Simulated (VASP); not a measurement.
SnSe, 4 atoms in the cell. Symmetry: P4/nmm, No. 129, tetragonal system. Conventional cell: a = 4.616 Å, b = 4.616 Å, c = 9.471 Å, α = 90.00°, β = 90.00°, γ = 90.00°. Sn (site symmetry 4mm) has 1 Se at 2.31 Å within 3.1 Å. Se (site symmetry 4mm) has 1 Sn at 2.31 Å within 3.1 Å.  This cell differs from its parent crystal: ratio of the length along z to the lengths across it x 0.8, volume and fractional coordinates fixed.

* Program: VASP 6.6.1
* Task: single point
* Functional: LDA
* Potentials or basis: VASP PAW LDA potentials, release 64 (Sn_d, Se)
* Cutoff: 520 eV
* k mesh: 8 × 8 × 4
* Occupations: gaussian, width 0.05 eV
* Spin: no spin polarisation
* Dipole correction: no
* Further INCAR settings: ALGO = Normal; EDIFF = 1e-06; NBANDS = 28

Potentials or basis: VASP PAW LDA potentials, release 64 (Sn_d, Se).

Command:

```console
$ cat potpaw_LDA.64/Sn_d/POTCAR potpaw_LDA.64/Se/POTCAR > POTCAR
$ mpirun -np 1 vasp_std > vasp.out
```

Hardware: 1 thread of AMD EPYC 9R45 96-Core Processor (Zen 5), with other jobs on the host.

Q: How long does it take, and how much memory?

A: Wall time 2.2 min on 1 thread of AMD EPYC 9R45 96-Core Processor (Zen 5) (shared host), peak memory 0.34 GiB. Counts: scf iterations 16, k points 45.
